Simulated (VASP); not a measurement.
# Sn4Se3 (P1) in VASP: single point with PBE+D3(BJ)

Aim: the single point of Sn4Se3 with PBE+D3(BJ).

All numbers are computed with VASP 6.6.1; they aren't measurements. Logs are shortened: lines on timing, memory, paths and dates and some standing lists are left out, and cuts for length are marked.

### 1 The cell of the first run

The typed cell holds 14 atoms: a = 8.342 Å, b = 8.589 Å, c = 8.604 Å, α = 57.21°, β = 55.53°, γ = 55.53°.

### 2 Single point, PBE+D3(BJ)

The input, INCAR:

```
SYSTEM = Sn4Se3
  ALGO = Normal
  EDIFF = 1E-7
  ENCUT = 520
  GGA = PE
  ISIF = 2
  ISMEAR = 0
  ISYM = 0
  IVDW = 12
  LASPH = .TRUE.
  LCHARG = .FALSE.
  LREAL = .FALSE.
  LWAVE = .FALSE.
  NBANDS = 87
  NELM = 100
  PREC = Accurate
  SIGMA = 0.1
```

The input, KPOINTS:

```
Automatic mesh
0
Gamma
  2 2 2
  0.5 0.5 0.5
```

The input, POSCAR:

```
Sn4Se3
1.0
   -5.8913827416      5.8855650537     -0.4951870214
   -0.2852945802      6.0954574949     -6.0446754699
   -6.1090845018      0.2774852612     -6.0524847889
Sn Se
8 6
Direct
    1.0352519560      0.0043435360      0.5047965946
    1.0184724043      0.4838911273      0.4904972626
    0.0177705077     -0.0067569458      0.9817287531
    1.0188750630      0.4844514051      0.9810393204
    0.4638537480     -0.0013473759      0.4949680548
    0.4810257231      0.5187713566      0.5076359151
    0.4815158137      1.0096231106      1.0165743453
    0.4801563403      0.5185128887      0.0180366482
    0.2724254229      0.2350701122      0.7326261354
    0.2265503115      0.7681874373      0.2659554000
    0.7495753143      0.7373318784      0.7644131877
    0.7241211732      0.2713903215      0.7688874788
    0.7747310853      0.7320040908      0.2297781622
    0.7494357119      0.2657151385      0.2342970415
```

Potentials or basis: VASP PAW PBE potentials, release 64 (Sn_d, Se).

Started as:

```bash
$ cat potpaw_PBE.64/Sn_d/POTCAR potpaw_PBE.64/Se/POTCAR > POTCAR
$ mpirun -np 1 vasp_std > vasp.out
```

OUTCAR:

```text
SYSTEM = Sn4Se3
   EDIFF = 1E-7
   ENCUT = 520
   GGA = PE
   ISIF = 2
   ISMEAR = 0
   ISYM = 0
   IVDW = 12
   LASPH = .TRUE.
   LREAL = .FALSE.
   NELM = 100
   PREC = Accurate
 IVDW          = 12

 ion  position               nearest neighbor table
   1  0.035  0.004  0.505-  10 2.83  12 3.06  11 3.25  14 3.27   5 3.50   6 3.70   7 3.71
   2  0.018  0.484  0.490-   9 2.91  10 2.93  12 2.96  13 2.96  11 3.06   5 3.69   8 3.70
   3  0.018  0.993  0.982-   9 2.91  10 2.94  13 2.96  12 2.96  14 3.05   5 3.71   8 3.71
   4  0.019  0.484  0.981-  11 2.84  14 2.85  13 2.89   9 2.89   6 3.71   7 3.71
   5  0.464  0.999  0.495-   9 2.83  13 3.07  14 3.25  11 3.26   1 3.50   2 3.69   3 3.71
   6  0.481  0.519  0.508-  10 2.91   9 2.93  13 2.96  12 2.96  14 3.06   1 3.70   4 3.71
   7  0.482  0.010  0.017-  10 2.90   9 2.94  12 2.96  13 2.96  11 3.04   1 3.71   4 3.71
   8  0.480  0.519  0.018-  14 2.84  11 2.85  10 2.89  12 2.89   2 3.70   3 3.71
   9  0.272  0.235  0.733-   5 2.83   4 2.89   3 2.91   2 2.91   6 2.93   7 2.94
  10  0.227  0.768  0.266-   1 2.83   8 2.89   7 2.90   6 2.91   2 2.93   3 2.94
  11  0.750  0.737  0.764-   4 2.84   8 2.85   7 3.04   2 3.06   1 3.25   5 3.26
  12  0.724  0.271  0.769-   8 2.89   7 2.96   3 2.96   2 2.96   6 2.96   1 3.06
  13  0.775  0.732  0.230-   4 2.89   3 2.96   7 2.96   6 2.96   2 2.96   5 3.07
  14  0.749  0.266  0.234-   8 2.84   4 2.85   3 3.05   6 3.06   5 3.25   1 3.27

IMPORTANT INFORMATION: All symmetrisations will be switched off!
NOSYMM: (Re-)initialisation of all symmetry stuff for point group C_1.

----------------------------------------------------------------------------------------

                                     Primitive cell

  volume of cell :     396.2427

  direct lattice vectors                    reciprocal lattice vectors
    -5.891382742  5.885565054 -0.495187021    -0.088873198  0.088836192  0.093777123
    -0.285294580  6.095457495 -6.044675470     0.089553414  0.082354490 -0.086615206
    -6.109084502  0.277485261 -6.052484789    -0.082166661 -0.089516408 -0.086390371

  length of vectors
     8.342270482  8.589184863  8.604096910     0.156794334  0.149346141  0.149090052

  position of ions in fractional coordinates (direct lattice)
     0.035251956  0.004343536  0.504796595
     0.018472404  0.483891127  0.490497263
     0.017770508  0.993243054  0.981728753
     0.018875063  0.484451405  0.981039320
     0.463853748  0.998652624  0.494968055
     0.481025723  0.518771357  0.507635915
     0.481515814  0.009623111  0.016574345
     0.480156340  0.518512889  0.018036648
     0.272425423  0.235070112  0.732626135
     0.226550311  0.768187437  0.265955400
     0.749575314  0.737331878  0.764413188
     0.724121173  0.271390322  0.768887479
     0.774731085  0.732004091  0.229778162
     0.749435712  0.265715138  0.234297041

  ion indices of the primitive-cell ions
   primitive index   ion index
                 1           1
                 2           2
                 3           3
                 4           4
                 5           5
                 6           6
                 7           7
                 8           8
                 9           9
                10          10
                11          11
                12          12
                13          13
                14          14

----------------------------------------------------------------------------------------

 KPOINTS: Automatic mesh

Automatic generation of k-mesh.
 Grid dimensions read from file:
 generate k-points for:    2    2    2

 Generating k-lattice:

  Cartesian coordinates                     Fractional coordinates (reciprocal lattice)
    -0.044436599  0.044418096  0.046888562     0.500000000 -0.000000000 -0.000000000
     0.044776707  0.041177245 -0.043307603    -0.000000000  0.500000000 -0.000000000
    -0.041083331 -0.044758204 -0.043195185     0.000000000  0.000000000  0.500000000

  Length of vectors
     0.078397167  0.074673070  0.074545026

  Shift w.r.t. Gamma in fractional coordinates (k-lattice)
     0.500000000  0.500000000  0.500000000

 Subroutine IBZKPT returns following result:
 ===========================================

 Found      4 irreducible k-points:

 Following reciprocal coordinates:
            Coordinates               Weight
  0.250000  0.250000  0.250000      2.000000
 -0.250000  0.250000  0.250000      2.000000
  0.250000 -0.250000  0.250000      2.000000
 -0.250000 -0.250000  0.250000      2.000000
   k-points           NKPTS =      4   k-points in BZ     NKDIM =      4   number of bands    NBANDS=     87
   number of dos      NEDOS =    301   number of ions     NIONS =     14
   total plane-waves  NPLWV = 262144
   dimension x,y,z NGX =    64 NGY =   64 NGZ =   64
   dimension x,y,z NGXF=   128 NGYF=  128 NGZF=  128
   ions per type =               8   6
   NGX,Y,Z   is equivalent  to a cutoff of  12.75, 12.39, 12.37 a.u.
   NGXF,Y,Z  is equivalent  to a cutoff of  25.51, 24.77, 24.73 a.u.
 SYSTEM =  Sn4Se3
   PREC   = accura    normal or accurate (medium, high low for compatibility)
   ISTART =      0    job   : 0-new  1-cont  2-samecut
   ICHARG =      2    charge: 1-file 2-atom 10-const
   ISPIN  =      1    spin polarized calculation?
   LNONCOLLINEAR =      F non collinear calculations
   LSORBIT =      F    spin-orbit coupling
   LASPH  =      T    aspherical Exc in radial PAW
   ENCUT  =  520.0 eV  38.22 Ry    6.18 a.u.  15.51 15.97 16.00*2*pi/ulx,y,z
   NELM   =    100;   NELMIN=  2; NELMDL= -5     # of ELM steps
   EDIFF  = 0.1E-06   stopping-criterion for ELM
   LREAL  =      F    real-space projection
   EDIFFG = 0.1E-05   stopping-criterion for IOM
   NSW    =      0    number of steps for IOM
   IBRION =     -1    ionic relax: 0-MD 1-quasi-New 2-CG
   NFREE  =      0    steps in history (QN), initial steepest desc. (CG)
   ISIF   =      2    stress and relaxation
   ISYM   =      0    0-nonsym 1-usesym 2-fastsym
   POTIM  = 0.5000    time-step for ionic-motion
   TEBEG  =    0.0;   TEEND  =   0.0 temperature during run
   PSTRESS=    0.0 pullay stress
   NELECT =     148.0000    total number of electrons
   NUPDOWN=      -1.0000    fix difference up-down
   EMIN   =  10.00;   EMAX   =-10.00  energy-range for DOS
   EFERMI =   0.00;   METHOD = LEGACY
   ISMEAR =     0;   SIGMA  =   0.10  broadening in eV -4-tet -1-fermi 0-gaus
   EFERMI_NEDOS =   21; number of points for ismear=-14 and -15
   IALGO  =     38    algorithm
   IMIX   =      4    mixing-type and parameters
     AMIX     =   0.40;   BMIX     =  1.00
     AMIX_MAG =   1.60;   BMIX_MAG =  1.00
  volume/ion in A,a.u.               =      28.30       191.00
  Fermi-wavevector in a.u.,A,eV,Ry     =   1.178985  2.227959 18.912178  1.390006
  Thomas-Fermi vector in A             =   2.315304
   LORBIT       =      0    0 simple, 1 ext, 2 COOP (PROOUT), +10 PAW based schemes
   GGA     = PE    functional components
   LHFCALC =     F    Hartree Fock is set to
   AEXX    =    0.0000 exact exchange contribution
   IVDW    =    12    specifies the selected vdW correction
   LEPSILON=     F    determine dielectric tensor
   LRPA    =     F    only Hartree local field effects (RPA)
 non-spin polarized calculation
 Gauss-broadening in eV      SIGMA  =   0.10
  energy-cutoff  :      520.00
  volume of cell :      396.24
 maximum number of plane-waves:     10676
 NGX is ok and might be reduce to    64
   NGX = 31   NGY = 31   NGZ = 31

 number of electron     148.0000006 magnetization

 Free energy of the ion-electron system (eV)
  ---------------------------------------------------
  ext. energy  EPLUGINS =         0.00000000
  ---------------------------------------------------
  free energy    TOTEN  =       -55.39107212 eV

  energy without entropy =      -55.39107212  energy(sigma->0) =      -55.39107212

 E-fermi :   5.9035     XC(G=0):  -9.5241

 val. band max:        5.4951882794   @ k =  -0.2500   0.2500   0.2500
 cond. band min:       6.3161121505   @ k =  -0.2500  -0.2500   0.2500
 fundamental gap:      0.8209238711
 Fermi energy:         5.9035107514

 k-point     1 :       0.2500    0.2500    0.2500
  band No.  band energies     occupation
      1     -16.0569      2.00000
      2     -16.0378      2.00000
      3     -16.0314      2.00000
      4     -16.0295      2.00000
      5     -16.0233      2.00000
      6     -16.0228      2.00000
[... 78 lines left out ...]
     85       8.4559      0.00000
     86       8.4814      0.00000

 k-point     2 :      -0.2500    0.2500    0.2500
  band No.  band energies     occupation
      1     -16.0525      2.00000
      2     -16.0369      2.00000
      3     -16.0297      2.00000
      4     -16.0288      2.00000
      5     -16.0231      2.00000
      6     -16.0221      2.00000
[... 78 lines left out ...]
     85       8.3473      0.00000
     86       8.7759      0.00000

 k-point     3 :       0.2500   -0.2500    0.2500
  band No.  band energies     occupation
      1     -16.0443      2.00000
      2     -16.0422      2.00000
      3     -16.0312      2.00000
      4     -16.0288      2.00000
      5     -16.0211      2.00000
      6     -16.0185      2.00000
[... 78 lines left out ...]
     85       8.4442      0.00000
     86       8.5714      0.00000

 k-point     4 :      -0.2500   -0.2500    0.2500
  band No.  band energies     occupation
      1     -16.0454      2.00000
      2     -16.0410      2.00000
      3     -16.0316      2.00000
      4     -16.0283      2.00000
      5     -16.0213      2.00000
      6     -16.0184      2.00000
[... 78 lines left out ...]
     85       8.4553      0.00000
     86       8.5692      0.00000
 [bands above 86 left out]

------------------------ aborting loop because EDIFF is reached ----------------------------------------

 Edisp (eV)   -4.92605

 E8    (eV) :    -2.2446

  FORCE on cell =-STRESS in cart. coord.  units (eV):
  Direction    XX          YY          ZZ          XY          YZ          ZX
  --------------------------------------------------------------------------------------
  -------------------------------------------------------------------------------------
  Total       0.04624     0.10573    -0.00650    -0.10610    -0.04184     0.00538
  in kB       0.18695     0.42751    -0.02628    -0.42901    -0.16918     0.02173
  external pressure =        0.20 kB  Pullay stress =        0.00 kB

 VOLUME and BASIS-vectors are now :
 -----------------------------------------------------------------------------
  energy-cutoff  :      520.00
  volume of cell :      396.24
      direct lattice vectors                 reciprocal lattice vectors
    -5.891382742  5.885565054 -0.495187021    -0.088873198  0.088836192  0.093777123
    -0.285294580  6.095457495 -6.044675470     0.089553414  0.082354490 -0.086615206
    -6.109084502  0.277485261 -6.052484789    -0.082166661 -0.089516408 -0.086390371

 POSITION                                       TOTAL-FORCE (eV/Angst)
 -----------------------------------------------------------------------------------
     -3.29277      0.37403     -3.09899         0.018721     -0.002668      0.005658
     -3.24337      3.19436     -5.90284         0.005165     -0.003527     -0.013525
     -6.38552      6.43128    -11.95453        -0.001247     -0.005723     -0.008778
     -6.24266      3.33627     -8.87542        -0.015920      0.010596      0.004624
     -6.04145      8.95463     -9.26201        -0.010876     -0.000849      0.010125
     -6.08310      6.13412     -6.44646        -0.001306      0.004384      0.007047
     -2.94079      2.89725     -0.39692         0.001590      0.001145      0.003716
     -3.08690      5.99157     -3.48118         0.019277     -0.008116     -0.007947
     -6.14770      3.23953     -5.99003         0.001372     -0.007708     -0.008862
     -3.17860      6.08963     -6.36532        -0.003508      0.007920     -0.004478
     -9.29626      9.11816     -9.45471        -0.004058     -0.010062      0.001944
     -9.04070      6.12947     -6.65272        -0.006582      0.004788     -0.007345
     -6.17681      9.08539     -6.19909         0.005085     -0.005062      0.020688
     -5.92236      6.09552     -3.39535        -0.007711      0.014884     -0.002867
 -----------------------------------------------------------------------------------
    total drift:                                0.000295      0.000750     -0.000059

  FREE ENERGIE OF THE ION-ELECTRON SYSTEM (eV)
  ---------------------------------------------------
  free  energy   TOTEN  =       -60.3171194803 eV

  energy  without entropy=      -60.3171194786  energy(sigma->0) =      -60.31711948
```

Wall time 3 min (1 thread of Intel Xeon Platinum 8488C (Sapphire Rapids), shared host); peak memory 0.61 GiB.

Results:

```yaml
Free_energy: -60.3171 eV
Pressure: 0.0 GPa
Largest_force: 0.022 eV/Å
Band_gap_on_the_k_mesh: 0.82 eV, indirect (least direct gap 0.87 eV)
Dispersion_energy_per_atom: -0.352 eV
```

Forces on the atoms (eV/Å):
```
Sn   0.019 -0.003  0.006
Sn   0.005 -0.004 -0.014
Sn  -0.001 -0.006 -0.009
Sn  -0.016  0.011  0.005
Sn  -0.011 -0.001  0.010
Sn  -0.001  0.004  0.007
Sn   0.002  0.001  0.004
Sn   0.019 -0.008 -0.008
Se   0.001 -0.008 -0.009
Se  -0.004  0.008 -0.004
Se  -0.004 -0.010  0.002
Se  -0.007  0.005 -0.007
Se   0.005 -0.005  0.021
Se  -0.008  0.015 -0.003
```

Levels at points of the mesh, in eV from the valence-band top:
| k point | band 72 | band 73 | band 74 | band 75 | band 76 | band 77 |
| --- | --- | --- | --- | --- | --- | --- |
| (0.25, 0.25, 0.25) | -0.92 | -0.61 | -0.07 | 1.07 | 1.30 | 1.34 |

Caveat: spin-orbit coupling is left out, which moves the levels of the heavy elements.
